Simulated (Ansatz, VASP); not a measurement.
# BeTe: VASP beside Ansatz

```
CELL_PARAMETERS angstrom
0.00000 2.91348 2.91348
2.91348 0.00000 2.91348
2.91348 2.91348 0.00000
ATOMIC_POSITIONS crystal
Be 0.00000 0.00000 0.00000
Te 0.25000 0.25000 0.25000
```

Change from the starting cell: hydrostatic strain +3.0%.

Alike in both runs: task single point; functional r2SCAN; k mesh 8 × 8 × 8; non-collinear spin, spin-orbit coupling.

|  | VASP | Ansatz |
| --- | --- | --- |
| version | VASP 6.6.1 | Ansatz 0.2.0 |
| potentials or method | VASP PAW PBE potentials, release 64 (Be, Te) | plane waves, PAW |
| plane-wave cutoff (eV) | 520 | 500 |
| occupations | gaussian, width 0.01 eV | fixed |
| valence electrons in the cell | 8 | 18 |

Ansatz gave:

```
pressure (GPa)           : -4.4
net moment per atom (μB) : 0.00
```

Task: Which values does VASP return?

Result: Pressure (GPa): -4.3; net moment per atom (μB): 0.00.

VASP's potentials were made for PBE, not for r2SCAN. VASP's potentials hold 8 valence electrons a cell and Ansatz's 18, so a difference there can come from the potentials and not from the codes.
